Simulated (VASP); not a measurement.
# TiO2 (R-3m) in VASP: notebook, part 2 of 2

VASP 6.6.1. The steps go on from the part before.

## 5. Single point, PBE+D3(BJ)+U (11.25 Å³/atom)

The input, INCAR:

```
SYSTEM = TiO2
  PREC = Accurate
  ENCUT = 520
  EDIFF = 1E-6
  ISMEAR = 0
  SIGMA = 0.05
  LREAL = .FALSE.
  LASPH = .TRUE.
  NELM = 150
  ALGO = Normal
  ISIF = 2
  LWAVE = .FALSE.
  LCHARG = .FALSE.
  LMAXMIX = 4
  LDAU = .TRUE.
  LDAUTYPE = 2
  LDAUL = 2 -1
  LDAUU = 4 0
  LDAUJ = 0 0
  LDAUPRINT = 1
  GGA = PE
  IVDW = 12
  NBANDS = 19
```

The input, KPOINTS:

```
Automatic mesh
0
G
  12 12 12
  0 0 0
```

The input, POSCAR:

```
TiO2
1.0
    1.4707250332      0.8491234938      4.5050268734
   -1.4707250332      0.8491234938      4.5050268734
    0.0000000000     -1.6982469877      4.5050268734
Ti O
1 2
Direct
    0.0000000000      0.0000000000      0.0000000000
    0.6017580785      0.6017580785      0.6017580785
    0.3982419215      0.3982419215      0.3982419215
```

Potentials or basis: VASP PAW PBE potentials, release 64 (Ti_sv, O).

The run is started by

```sh
$ cat potpaw_PBE.64/Ti_sv/POTCAR potpaw_PBE.64/O/POTCAR > POTCAR
$ mpirun -np 1 vasp_std > vasp.out
```

OUTCAR:

```text
SYSTEM = TiO2
   PREC = Accurate
   ENCUT = 520
   EDIFF = 1E-6
   ISMEAR = 0
   LREAL = .FALSE.
   LASPH = .TRUE.
   NELM = 150
   ISIF = 2
   GGA = PE
   IVDW = 12
 IVDW          = 12

 ion  position               nearest neighbor table
   1  0.000  0.000  0.000-   2 1.91   2 1.91   3 1.91   3 1.91   2 1.91   3 1.91
   2  0.602  0.602  0.602-   1 1.91   1 1.91   1 1.91
   3  0.398  0.398  0.398-   1 1.91   1 1.91   1 1.91

  LATTYP: Found a trigonal (rhomboedric) cell.
 ALAT       =     4.8144895847
 COS(alpha) =     0.8133652704

  Lattice vectors:

 A1 = (   1.4707250332,   0.8491234938,   4.5050268734)
 A2 = (  -1.4707250332,   0.8491234938,   4.5050268734)
 A3 = (   0.0000000000,  -1.6982469877,   4.5050268734)

Analysis of symmetry for initial positions (statically):
=====================================================================
 Subroutine PRICEL returns:
 Original cell was already a primitive cell.

 Routine SETGRP: Setting up the symmetry group for a
 trigonal (rhombohedral) supercell.

 Subroutine GETGRP returns: Found 12 space group operations
 (whereof 12 operations were pure point group operations)
 out of a pool of 12 trial point group operations.

The static configuration has the point symmetry D_3d.

Analysis of symmetry for dynamics (positions and initial velocities):
=====================================================================
 Subroutine PRICEL returns:
 Original cell was already a primitive cell.

[... 176 lines left out ...]
  o =  0.1029  v = -0.7155  0.0000 -0.0000 -0.6986  0.0000  0.0000  0.0000  0.0000  0.0000  0.0000      0.0000  0.0000  0.0000  0.0000  0.0000  0.0000  0.0000  0.0000  0.0000  0.0000
  o =  0.1029  v =  0.0000  0.6986  0.0000  0.0000  0.7155  0.0000  0.0000  0.0000  0.0000  0.0000      0.0000  0.0000  0.0000  0.0000  0.0000  0.0000  0.0000  0.0000  0.0000  0.0000
  o =  0.1029  v =  0.0000  0.0000  0.0000  0.0000  0.0000  0.0000  0.6986  0.0000  0.0000  0.7155      0.0000  0.0000  0.0000  0.0000  0.0000  0.0000  0.0000  0.0000  0.0000  0.0000
  o =  0.2891  v =  0.0000  0.7155 -0.0000  0.0000 -0.6986  0.0000  0.0000  0.0000  0.0000  0.0000      0.0000  0.0000  0.0000  0.0000  0.0000  0.0000  0.0000  0.0000  0.0000  0.0000
  o =  0.2891  v =  0.0000  0.0000  0.0000  0.0000  0.0000  0.0000  0.7155 -0.0000  0.0000 -0.6986      0.0000  0.0000  0.0000  0.0000  0.0000  0.0000  0.0000  0.0000  0.0000  0.0000
  o =  0.2891  v = -0.6986  0.0000  0.0000  0.7155 -0.0000  0.0000  0.0000  0.0000  0.0000  0.0000      0.0000  0.0000  0.0000  0.0000  0.0000  0.0000  0.0000  0.0000  0.0000  0.0000
  o =  0.2891  v =  0.0000  0.0000  0.0000  0.0000  0.0000 -0.6986  0.0000  0.0000  0.7155 -0.0000      0.0000  0.0000  0.0000  0.0000  0.0000  0.0000  0.0000  0.0000  0.0000  0.0000

 number of electron      23.9999999 magnetization

 Free energy of the ion-electron system (eV)
  ---------------------------------------------------
  ext. energy  EPLUGINS =         0.00000000
  ---------------------------------------------------
  free energy    TOTEN  =       -23.26739792 eV

  energy without entropy =      -23.26739792  energy(sigma->0) =      -23.26739792

 E-fermi :   4.1252     XC(G=0): -10.6182

 val. band max:        3.8285681033   @ k =  -0.1667   0.1667   0.0000
 cond. band min:       6.9825090794   @ k =   0.0000   0.0000   0.0000
 fundamental gap:      3.1539409760
 Fermi energy:         4.1252471253

 k-point     1 :       0.0000    0.0000    0.0000
  band No.  band energies     occupation
      1     -53.5520      2.00000
      2     -29.8322      2.00000
      3     -29.4950      2.00000
      4     -29.4950      2.00000
      5     -14.6724      2.00000
      6     -12.1383      2.00000
[... 505 lines left out ...]
      6     -12.7362      2.00000
[... 11 lines left out ...]
     18      16.2621      0.00000
     19      16.5642      0.00000

 [... further k-points ...]

------------------------ aborting loop because EDIFF is reached ----------------------------------------

 Edisp (eV)   -0.66922

 E8    (eV) :    -0.2623

  FORCE on cell =-STRESS in cart. coord.  units (eV):
  Direction    XX          YY          ZZ          XY          YZ          ZX
  --------------------------------------------------------------------------------------
  -------------------------------------------------------------------------------------
  Total       6.70087     6.70087     5.35464     0.00000    -0.00000     0.00000
  in kB     318.04655   318.04655   254.14973     0.00000    -0.00000     0.00000
  external pressure =      296.75 kB  Pullay stress =        0.00 kB

 VOLUME and BASIS-vectors are now :
 -----------------------------------------------------------------------------
  energy-cutoff  :      520.00
  volume of cell :       33.76
      direct lattice vectors                 reciprocal lattice vectors
     1.470725033  0.849123494  4.505026873     0.339968375  0.196280833  0.073991420
    -1.470725033  0.849123494  4.505026873    -0.339968375  0.196280833  0.073991420
     0.000000000 -1.698246988  4.505026873     0.000000000 -0.392561666  0.073991420

 POSITION                                       TOTAL-FORCE (eV/Angst)
 -----------------------------------------------------------------------------------
      0.00000      0.00000      0.00000         0.000000      0.000000      0.000000
      0.00000     -0.00000      8.13281         0.000000      0.000000     -2.657248
      0.00000     -0.00000      5.38227         0.000000     -0.000000      2.657248
 -----------------------------------------------------------------------------------
    total drift:                                0.000000      0.000000     -0.000000

  FREE ENERGIE OF THE ION-ELECTRON SYSTEM (eV)
  ---------------------------------------------------
  free  energy   TOTEN  =       -23.9366162978 eV

  energy  without entropy=      -23.9366162978  energy(sigma->0) =      -23.93661630
```

OSZICAR:

```text
N       E                     dE             d eps       ncg     rms          rms(c)
DAV:   1     0.268586332873E+03    0.26859E+03   -0.13048E+04  7206   0.145E+03
DAV:   2    -0.867122588404E+01   -0.27726E+03   -0.26366E+03  8163   0.410E+02
DAV:   3    -0.313828627156E+02   -0.22712E+02   -0.22531E+02  8332   0.125E+02
DAV:   4    -0.323301278489E+02   -0.94727E+00   -0.94580E+00 10206   0.226E+01
DAV:   5    -0.323452945084E+02   -0.15167E-01   -0.15166E-01  8289   0.279E+00    0.251E+01
DAV:   6    -0.233461970921E+02    0.89991E+01   -0.36804E+01  8662   0.817E+01    0.768E+00
DAV:   7    -0.232620405426E+02    0.84157E-01   -0.41417E+00  7892   0.201E+01    0.683E+00
DAV:   8    -0.234100873574E+02   -0.14805E+00   -0.15446E+00  7689   0.161E+01    0.435E+00
DAV:   9    -0.232853429885E+02    0.12474E+00   -0.44271E-01  7876   0.792E+00    0.169E+00
DAV:  10    -0.232697718223E+02    0.15571E-01   -0.52353E-02  7760   0.272E+00    0.397E-01
DAV:  11    -0.232674392210E+02    0.23326E-02   -0.12575E-02  9922   0.108E+00    0.174E-01
DAV:  12    -0.232673473332E+02    0.91888E-04   -0.12892E-03  7694   0.417E-01    0.425E-02
DAV:  13    -0.232674006700E+02   -0.53337E-04   -0.13765E-04  7375   0.102E-01    0.290E-02
DAV:  14    -0.232673972968E+02    0.33731E-05   -0.54414E-05  8013   0.980E-02    0.675E-03
DAV:  15    -0.232673979208E+02   -0.62394E-06   -0.34012E-06  7607   0.214E-02
   1 F= -.23936616E+02 E0= -.23936616E+02  d E =-.503226E-19
```

It took 84 s on 1 thread of Intel Xeon 6975P-C (Granite Rapids), shared host; peak memory 0.28 GiB.

What came out:

```
Free energy                : -23.9366 eV
Pressure                   : 29.7 GPa
Largest force              : 2.657 eV/Å
Band gap on the k mesh     : 3.15 eV (least direct gap 3.64 eV)
Dispersion energy per atom : -0.223 eV
```

Forces in eV/Å, atoms in the order of the input:
```
Ti   0.000  0.000  0.000
O    0.000  0.000 -2.657
O    0.000  0.000  2.657
```

Stress tensor (GPa, compression positive):
```
31.80  0.00  0.00
 0.00 31.80  0.00
 0.00  0.00 25.41
```

Eigenvalues of the final occupation matrices:
| site | spin | trace | eigenvalues |
| --- | --- | --- | --- |
| site 1 d | 1 | 0.88 | 0.10 0.10 0.10 0.29 0.29 |
| site 1 d | 2 | 0.88 | 0.10 0.10 0.10 0.29 0.29 |

Caveat: the stress differs along the axes, from 25 to 32 GPa; forces of over 1 eV/Å act on the atoms, so gaps and moduli don't describe the material at rest.

## 6. Single point, PBE+D3(BJ)+U (11.25 Å³/atom)

The input, INCAR:

```
SYSTEM = TiO2
ALGO = Normal
EDIFF = 1E-6
ENCUT = 520
GGA = PE
ISIF = 2
ISMEAR = 0
IVDW = 12
LASPH = .True.
LCHARG = .False.
LDAU = .True.
LDAUJ = 0 0
LDAUL = 2 -1
LDAUPRINT = 1
LDAUTYPE = 2
LDAUU = 4 0
LMAXMIX = 4
LREAL = .False.
LWAVE = .False.
NBANDS = 19
NELM = 150
PREC = Accurate
SIGMA = 0.05
```

The input, KPOINTS:

```
k-points
0
Gamma
  12 12 12
  0 0 0
```

The input, POSCAR:

```
TiO2
1.0
    1.5007623740      0.8664655606      4.3264978225
   -1.5007623740      0.8664655606      4.3264978225
    0.0000000000     -1.7329311212      4.3264978225
Ti O
1 2
Direct
    0.0000000000      0.0000000000      0.0000000000
    0.6017580785      0.6017580785      0.6017580785
    0.3982419215      0.3982419215      0.3982419215
```

Potentials or basis: VASP PAW PBE potentials, release 64 (Ti_sv, O).

The run is started by

```sh
$ cat potpaw_PBE.64/Ti_sv/POTCAR potpaw_PBE.64/O/POTCAR > POTCAR
$ mpirun -np 1 vasp_std > vasp.out
```

It took 86 s on 1 thread of Intel Xeon 6975P-C (Granite Rapids), shared host; peak memory 0.29 GiB.

It converged, with:

| Property | Result |
| --- | --- |
| Free energy | -23.9441 eV |
| Pressure | 24.0 GPa |
| Largest force | 2.532 eV/Å |
| Band gap on the k mesh | 2.90 eV (least direct gap 3.35 eV) |
| Dispersion energy per atom | -0.224 eV |

Forces on the atoms (eV/Å):
```
Ti   0.000  0.000  0.000
O    0.000  0.000 -2.532
O    0.000  0.000  2.532
```

Stress tensor (GPa, compression positive):
```
22.43  0.00  0.00
 0.00 22.43  0.00
 0.00  0.00 27.06
```

Levels at points of the mesh, in eV from the valence-band top:
```csv
k point,band 10,band 11,band 12,band 13,band 14,band 15
"(0.00, 0.00, 0.00)",-0.90,-0.90,-0.45,2.90,2.90,4.62
"(0.50, 0.00, 0.00)",-2.17,-1.57,-1.34,3.17,3.87,3.96
"(0.50, 0.50, 0.00)",-2.33,-2.29,-0.63,3.31,3.82,3.89
"(0.50, 0.50, 0.50)",-2.22,-0.74,-0.74,2.92,2.92,4.90
```

Eigenvalues of the final occupation matrices:
| site | spin | trace | eigenvalues |
| --- | --- | --- | --- |
| site 1 d | 1 | 0.86 | 0.10 0.10 0.10 0.28 0.28 |
| site 1 d | 2 | 0.86 | 0.10 0.10 0.10 0.28 0.28 |

Caveat: the cell stands under pressure; forces of over 1 eV/Å act on the atoms, so gaps and moduli don't describe the material at rest. A k mesh can miss the band edges.

## 7. The runs side by side

```csv
cell,gap on the mesh (eV),pressure (GPa),largest force (eV/Å)
"a = 5.523 Å, angles 28.4°, 3 atoms",3.35,52.3,1.99
"a = 4.516 Å, angles 39.6°, 3 atoms",2.58,18.5,2.28
"a = 5.150 Å, angles 31.8°, 3 atoms",3.61,41.2,2.55
"a = 4.814 Å, angles 35.6°, 3 atoms",3.15,29.7,2.66
"a = 4.661 Å, angles 37.6°, 3 atoms",2.90,24.0,2.53
```

Alike in all rows: task single point; level PBE+D3(BJ)+U; potentials or basis VASP PAW PBE potentials, release 64 (Ti_sv, O); no spin polarisation; Ti d U = 4.0 eV; k mesh 12 × 12 × 12; cutoff (eV) 520; smearing gaussian 0.05 eV.

Caveats: forces of over 1 eV/Å act on the atoms, so gaps and moduli don't describe the material at rest; the stress differs along the axes, from 17 to 70 GPa (at least some runs); the stress differs along the axes, from 13 to 29 GPa (at least some runs); the stress differs along the axes, from 22 to 51 GPa (at least some runs); the stress differs along the axes, from 25 to 32 GPa (at least some runs); the cell stands under pressure (at least some runs).

Total energies depend on the potentials used, so only differences within one code and one set of settings carry meaning.
